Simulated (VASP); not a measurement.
# Au in VASP: a series of runs

Runs on Au. Level: LDA. Tasks: single point.

All numbers are computed with VASP 6.6.1; they aren't measurements. Logs are shortened: lines on timing, memory, paths and dates and some standing lists are left out, and cuts for length are marked.

### Step 1. The cell of the first run

The typed cell holds 2 atoms: a = 2.837 Å, b = 2.837 Å, c = 4.762 Å, α = 90.00°, β = 90.00°, γ = 120.01°.

This isn't the form of Au at room conditions, which is fcc.

### Step 2. Single point, LDA

Input file INCAR:

```
SYSTEM = Au
  PREC = Accurate
  ENCUT = 520
  EDIFF = 1E-6
  ISMEAR = -1
  SIGMA = 0.15
  LREAL = .False.
  LASPH = .True.
  NELM = 80
  ALGO = Fast
  ISIF = 2
  LWAVE = .False.
  LCHARG = .False.
  GGA = CA
  NBANDS = 18
```

Input file KPOINTS:

```
regular mesh
0
Gamma
  18 18 10
  0 0 0
```

Input file POSCAR:

```
Au
1.0
    1.4183127379     -2.4571513993      0.0000000000
    1.4183127379      2.4571513993      0.0000000000
    0.0000000000      0.0000000000      4.7619670139
Au
2
Direct
    0.6665992177      0.3334007823      0.2500000000
    0.3334007823      0.6665992177      0.7500000000
```

Potentials or basis: VASP PAW LDA potentials, release 64 (Au).

Command:

```console
$ cat potpaw_LDA.64/Au/POTCAR > POTCAR
$ mpirun -np 1 vasp_std > vasp.out
```

OUTCAR:

```text
SYSTEM = Au
   PREC = Accurate
   ENCUT = 520
   EDIFF = 1E-6
   ISMEAR = -1
   LREAL = .False.
   LASPH = .True.
   NELM = 80
   ISIF = 2
   GGA = CA

 ion  position               nearest neighbor table
   1  0.667  0.333  0.250-   2 2.89   2 2.89   2 2.89   2 2.89   2 2.89   2 2.89
   2  0.333  0.667  0.750-   1 2.89   1 2.89   1 2.89   1 2.89   1 2.89   1 2.89

  LATTYP: Found a base centered orthorhombic cell.
 ALAT       =     2.8366254758
 B/A-ratio  =     1.7324468248
 C/A-ratio  =     1.6787436532

  Lattice vectors:

 A1 = (   1.4183127379,  -2.4571513993,   0.0000000000)
 A2 = (   1.4183127379,   2.4571513993,   0.0000000000)
 A3 = (   0.0000000000,   0.0000000000,   4.7619670139)

Analysis of symmetry for initial positions (statically):
=====================================================================
 Subroutine PRICEL returns:
 Original cell was already a primitive cell.

 Routine SETGRP: Setting up the symmetry group for a
 base centered orthorhombic supercell.

 Subroutine GETGRP returns: Found  8 space group operations
 (whereof  4 operations were pure point group operations)
 out of a pool of  8 trial point group operations.

The static configuration has the point symmetry C_2h.
 The point group associated with its full space group is D_2h.

Analysis of symmetry for dynamics (positions and initial velocities):
=====================================================================
 Subroutine PRICEL returns:
 Original cell was already a primitive cell.

 Routine SETGRP: Setting up the symmetry group for a
 base centered orthorhombic supercell.

 Subroutine GETGRP returns: Found  8 space group operations
 (whereof  4 operations were pure point group operations)
 out of a pool of  8 trial point group operations.

The dynamic configuration has the point symmetry C_2h.
 The point group associated with its full space group is D_2h.

 Subroutine INISYM returns: Found  8 space group operations
 (whereof  4 operations are pure point group operations),
 and found     1 'primitive' translations

----------------------------------------------------------------------------------------

                                     Primitive cell

  volume of cell :      33.1910

  direct lattice vectors                    reciprocal lattice vectors
     1.418312738 -2.457151399  0.000000000     0.352531559 -0.203487665  0.000000000
     1.418312738  2.457151399  0.000000000     0.352531559  0.203487665  0.000000000
     0.000000000  0.000000000  4.761967014     0.000000000  0.000000000  0.209997255

  length of vectors
     2.837111916  2.837111916  4.761967014     0.407045120  0.407045120  0.209997255

  position of ions in fractional coordinates (direct lattice)
     0.666599218  0.333400782  0.250000000
     0.333400782  0.666599218  0.750000000

  ion indices of the primitive-cell ions
   primitive index   ion index
                 1           1
                 2           2

----------------------------------------------------------------------------------------

 KPOINTS: regular mesh

Automatic generation of k-mesh.
 Grid dimensions read from file:
 generate k-points for:   18   18   10

 Generating k-lattice:

  Cartesian coordinates                     Fractional coordinates (reciprocal lattice)
     0.019585087 -0.011304870  0.000000000     0.055555556  0.000000000  0.000000000
     0.019585087  0.011304870  0.000000000     0.000000000  0.055555556  0.000000000
     0.000000000  0.000000000  0.020999725     0.000000000  0.000000000  0.100000000

  Length of vectors
     0.022613618  0.022613618  0.020999725

  Shift w.r.t. Gamma in fractional coordinates (k-lattice)
     0.000000000  0.000000000  0.000000000

 Subroutine IBZKPT returns following result:
 ===========================================

 Found    546 irreducible k-points:

 Following reciprocal coordinates:
            Coordinates               Weight
  0.000000  0.000000  0.000000      1.000000
  0.055556  0.000000  0.000000      4.000000
  0.111111  0.000000  0.000000      4.000000
  0.166667 -0.000000  0.000000      4.000000
  0.222222 -0.000000  0.000000      4.000000
  0.277778 -0.000000  0.000000      4.000000
[... 16 lines left out ...]
 -0.277778  0.055556  0.000000      4.000000
 -0.222222  0.055556  0.000000      4.000000
 [... further k-points ...]
   k-points           NKPTS =    546   k-points in BZ     NKDIM =    546   number of bands    NBANDS=     18
   number of dos      NEDOS =    301   number of ions     NIONS =      2
   total plane-waves  NPLWV =  20736
   dimension x,y,z NGX =    24 NGY =   24 NGZ =   36
   dimension x,y,z NGXF=    48 NGYF=   48 NGZF=   72
   ions per type =               2
   NGX,Y,Z   is equivalent  to a cutoff of  14.06, 14.06, 12.57 a.u.
   NGXF,Y,Z  is equivalent  to a cutoff of  28.13, 28.13, 25.14 a.u.
 SYSTEM =  Au
   PREC   = accura    normal or accurate (medium, high low for compatibility)
   ISTART =      0    job   : 0-new  1-cont  2-samecut
   ICHARG =      2    charge: 1-file 2-atom 10-const
   ISPIN  =      1    spin polarized calculation?
   LNONCOLLINEAR =      F non collinear calculations
   LSORBIT =      F    spin-orbit coupling
   LASPH  =      T    aspherical Exc in radial PAW
   ENCUT  =  520.0 eV  38.22 Ry    6.18 a.u.   5.28  5.28  8.85*2*pi/ulx,y,z
   NELM   =     80;   NELMIN=  2; NELMDL= -5     # of ELM steps
   EDIFF  = 0.1E-05   stopping-criterion for ELM
   LREAL  =      F    real-space projection
   EDIFFG = 0.1E-04   stopping-criterion for IOM
   NSW    =      0    number of steps for IOM
   IBRION =     -1    ionic relax: 0-MD 1-quasi-New 2-CG
   NFREE  =      0    steps in history (QN), initial steepest desc. (CG)
   ISIF   =      2    stress and relaxation
   ISYM   =      2    0-nonsym 1-usesym 2-fastsym
   POTIM  = 0.5000    time-step for ionic-motion
   TEBEG  =    0.0;   TEEND  =   0.0 temperature during run
   PSTRESS=    0.0 pullay stress
   NELECT =      22.0000    total number of electrons
   NUPDOWN=      -1.0000    fix difference up-down
   EMIN   =  10.00;   EMAX   =-10.00  energy-range for DOS
   EFERMI =   0.00;   METHOD = LEGACY
   ISMEAR =    -1;   SIGMA  =   0.15  broadening in eV -4-tet -1-fermi 0-gaus
   EFERMI_NEDOS =   21; number of points for ismear=-14 and -15
   IALGO  =     68    algorithm
   IMIX   =      4    mixing-type and parameters
     AMIX     =   0.40;   BMIX     =  1.00
     AMIX_MAG =   1.60;   BMIX_MAG =  1.00
  volume/ion in A,a.u.               =      16.60       111.99
  Fermi-wavevector in a.u.,A,eV,Ry     =   1.427389  2.697374 27.721039  2.037439
  Thomas-Fermi vector in A             =   2.547564
   LORBIT       =      0    0 simple, 1 ext, 2 COOP (PROOUT), +10 PAW based schemes
   GGA     = CA    functional components
   LHFCALC =     F    Hartree Fock is set to
   AEXX    =    0.0000 exact exchange contribution
   IVDW    =     0    specifies the selected vdW correction
   LEPSILON=     F    determine dielectric tensor
   LRPA    =     F    only Hartree local field effects (RPA)
 non-spin polarized calculation
 RMM-DIIS sequential band-by-band and
  energy-cutoff  :      520.00
  volume of cell :       33.19
 maximum number of plane-waves:       906
 NGX is ok and might be reduce to    24
   NGX = 11   NGY = 11   NGZ = 17

 number of electron      22.0000000 magnetization

 Free energy of the ion-electron system (eV)
  ---------------------------------------------------
  ext. energy  EPLUGINS =         0.00000000
  ---------------------------------------------------
  free energy    TOTEN  =        -8.89682549 eV

  energy without entropy =       -8.85035009  energy(sigma->0) =       -8.87358779

 E-fermi :   9.7084     XC(G=0): -13.1372

 val. band max:        9.7029774730   @ k =   0.3333   0.1667   0.2000
 cond. band min:       9.7188635156   @ k =   0.1667   0.0556   0.2000
 fundamental gap:      0.0158860426
 Fermi energy:         9.7083676276

 k-point     1 :       0.0000    0.0000    0.0000
  band No.  band energies     occupation
      1      -0.4596      2.00000
      2       2.0448      2.00000
      3       4.6919      2.00000
      4       4.9851      2.00000
      5       4.9888      2.00000
      6       5.3170      2.00000
[... 10 lines left out ...]
     17      28.4191      0.00000
     18      28.4289      0.00000

 k-point     2 :       0.0556    0.0000    0.0000
  band No.  band energies     occupation
      1      -0.3586      2.00000
      2       2.1299      2.00000
      3       4.6552      2.00000
      4       5.0161      2.00000
      5       5.0553      2.00000
      6       5.2800      2.00000
[... 10 lines left out ...]
     17      27.8613      0.00000
     18      27.8751      0.00000

 k-point     3 :       0.1111    0.0000    0.0000
  band No.  band energies     occupation
      1      -0.0623      2.00000
      2       2.3692      2.00000
      3       4.5401      2.00000
      4       5.0812      2.00000
      5       5.2236      2.00000
      6       5.2591      2.00000
[... 10 lines left out ...]
     17      26.7092      0.00000
     18      27.7508      0.00000

 k-point     4 :       0.1667   -0.0000    0.0000
  band No.  band energies     occupation
      1       0.4068      2.00000
      2       2.7013      2.00000
      3       4.4004      2.00000
      4       4.9703      2.00000
      5       5.1583      2.00000
      6       5.4171      2.00000
[... 375 lines left out ...]
      4       4.6027      2.00000
      5       4.9367      2.00000
      6       5.1886      2.00000
[... 10 lines left out ...]
     17      24.1854      0.00000
     18      26.1761      0.00000

 k-point    23 :      -0.2778    0.0556    0.0000
  band No.  band energies     occupation
      1       1.3879      2.00000
      2       3.1012      2.00000
      3       4.3060      2.00000
      4       4.3613      2.00000
      5       4.8220      2.00000
      6       5.3374      2.00000
[... 10 lines left out ...]
     17      26.4394      0.00000
     18      26.8464      0.00000

 k-point    24 :      -0.2222    0.0556    0.0000
  band No.  band energies     occupation
      1       0.7617      2.00000
      2       2.9206      2.00000
      3       4.3017      2.00000
      4       4.8371      2.00000
      5       4.9085      2.00000
      6       5.5125      2.00000
[... 10 lines left out ...]
     17      26.9289      0.00000
     18      26.9290      0.00000

 [... further k-points ...]

------------------------ aborting loop because EDIFF is reached ----------------------------------------

  FORCE on cell =-STRESS in cart. coord.  units (eV):
  Direction    XX          YY          ZZ          XY          YZ          ZX
  --------------------------------------------------------------------------------------
  -------------------------------------------------------------------------------------
  Total        0.1321356      0.1306470      0.0939133      0.0000000      0.0000000      0.0000000
  in kB        6.3783778      6.3065169      4.5333292      0.0000000      0.0000000      0.0000000
  external PRESSURE =       5.7394079 kB  Pullay stress =       0.0000000 kB

 VOLUME and BASIS-vectors are now :
 -----------------------------------------------------------------------------
  energy-cutoff  :      520.00
  volume of cell :       33.19
      direct lattice vectors                 reciprocal lattice vectors
     1.418312738 -2.457151399  0.000000000     0.352531559 -0.203487665  0.000000000
     1.418312738  2.457151399  0.000000000     0.352531559  0.203487665  0.000000000
     0.000000000  0.000000000  4.761967014     0.000000000  0.000000000  0.209997255

 POSITION                                       TOTAL-FORCE (eV/Angst)
 -----------------------------------------------------------------------------------
      1.41831     -0.81872      1.19049         0.000000     -0.000210     -0.000000
      1.41831      0.81872      3.57148         0.000000      0.000210      0.000000
 -----------------------------------------------------------------------------------
    total drift:                                0.000000     -0.000000      0.000000

  FREE ENERGIE OF THE ION-ELECTRON SYSTEM (eV)
  ---------------------------------------------------
  free  energy   TOTEN  =        -8.8968254873 eV

  energy  without entropy=       -8.8503500884  energy(sigma->0) =       -8.87358779
```

Run time: 2.6 min. Hardware: 1 thread of Intel Xeon Platinum 8259CL at 2.50GHz (Skylake/Cascade Lake), shared host; peak memory 0.35 GiB.

What came out:

```yaml
Free_energy: -8.8968 eV
Pressure: 0.6 GPa
Band_gap_on_the_k_mesh: zero (bands 11 and 12 overlap by 7.12 eV)
```

Stress tensor (GPa, compression positive):
```
0.64 0.00 0.00
0.00 0.63 0.00
0.00 0.00 0.45
```

Levels at points of the mesh, in eV from the Fermi level:
| k point | band 8 | band 9 | band 10 | band 11 | band 12 | band 13 | band 14 | band 15 |
| --- | --- | --- | --- | --- | --- | --- | --- | --- |
| (0.00, 0.00, 0.00) | -3.65 | -3.65 | -2.20 | -2.20 | -1.30 | 2.83 | 14.56 | 15.71 |
| (0.50, 0.00, 0.00) | -1.94 | -1.86 | -1.67 | 0.38 | 1.66 | 5.81 | 7.37 | 7.55 |
| (0.50, 0.50, 0.00) | -1.94 | -1.87 | -1.67 | 0.38 | 1.65 | 5.81 | 7.38 | 7.55 |
| (0.00, 0.00, 0.50) | -4.76 | -2.69 | -2.69 | -2.68 | -2.68 | 10.82 | 10.82 | 14.87 |
| (0.50, 0.00, 0.50) | -2.48 | -1.75 | -1.75 | 0.39 | 0.39 | 4.13 | 4.13 | 13.32 |
| (0.50, 0.50, 0.50) | -2.47 | -1.75 | -1.75 | 0.38 | 0.38 | 4.13 | 4.13 | 13.31 |

Caveat: spin-orbit coupling is left out, which moves the levels of the heavy elements.

(Continued in part 2 of 2.)
